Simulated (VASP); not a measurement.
# BaTiO3: single point with PBE+U

BaTiO3:

```xyz
5
Lattice="2.7746 1.6019 2.3812 -2.7746 1.6019 2.3812 0.0000 -3.2038 2.3812" Properties=species:S:1:pos:R:3 pbc="T T T"
Ba    0.0000    0.0000    0.0191
Ti    0.0000    0.0000    3.6633
O     0.0000   -1.5771    4.6749
O    -1.3658    0.7885    4.6749
O     1.3658    0.7885    4.6749
```

This cell differs from its parent crystal: strain -0.030 along x and y, +0.015 along z.

```json
{
  "Program": "VASP 6.6.1",
  "Task": "single point",
  "Functional": "PBE",
  "Potentials or basis": "VASP PAW PBE potentials, release 64 (Ba_sv, Ti_sv, O)",
  "Cutoff": "520 eV",
  "k mesh": "6 × 6 × 6",
  "Occupations": "gaussian, width 0.05 eV",
  "Spin": "no spin polarisation",
  "Hubbard terms": "Ti d U = 4.0 eV",
  "Dipole correction": "no",
  "Further INCAR settings": "ALGO = Normal; EDIFF = 1e-06; NBANDS = 28"
}
```

```
Pressure               : 12.5 GPa
Largest force          : 1.032 eV/Å
Band gap on the k mesh : 2.69 eV (least direct gap 2.98 eV)
```

Forces on the atoms (eV/Å):
```
Ba   0.000  0.000 -0.035
Ti   0.000  0.000 -1.032
O    0.000 -0.679  0.355
O   -0.588  0.340  0.355
O    0.588  0.340  0.355
```

Stress tensor (GPa, compression positive):
```
16.49  0.00  0.00
 0.00 16.49  0.00
 0.00  0.00  4.60
```

Levels at points of the mesh, in eV from the valence-band top:
| k point | band 18 | band 19 | band 20 | band 21 | band 22 | band 23 |
| --- | --- | --- | --- | --- | --- | --- |
| (0.00, 0.00, 0.00) | -0.64 | -0.28 | -0.28 | 2.69 | 2.69 | 2.97 |
| (0.50, 0.00, 0.00) | -1.63 | -1.08 | -0.76 | 2.94 | 4.26 | 4.29 |
| (0.50, 0.50, 0.00) | -0.95 | -0.80 | -0.09 | 4.27 | 4.35 | 4.66 |
| (0.50, 0.50, 0.50) | -0.05 | 0.00 | 0.00 | 4.88 | 4.91 | 4.91 |

Eigenvalues of the final occupation matrices:
| site | spin | trace | eigenvalues |
| --- | --- | --- | --- |
| site 2 d | 1 | 0.84 | 0.11 0.11 0.11 0.25 0.25 |
| site 2 d | 2 | 0.84 | 0.11 0.11 0.11 0.25 0.25 |

Run time: 2.1 min on 1 thread of Intel Xeon 8259CL (shared host), peak memory 0.21 GiB.

Caveat: the cell differs from its parent crystal (strain -0.030 along x and y, +0.015 along z); the stress differs along the axes, from 5 to 16 GPa; spin-orbit coupling is left out, which moves the levels of the heavy elements; forces of over 1 eV/Å act on the atoms, so gaps and moduli don't describe the material at rest. A k mesh can miss the band edges.
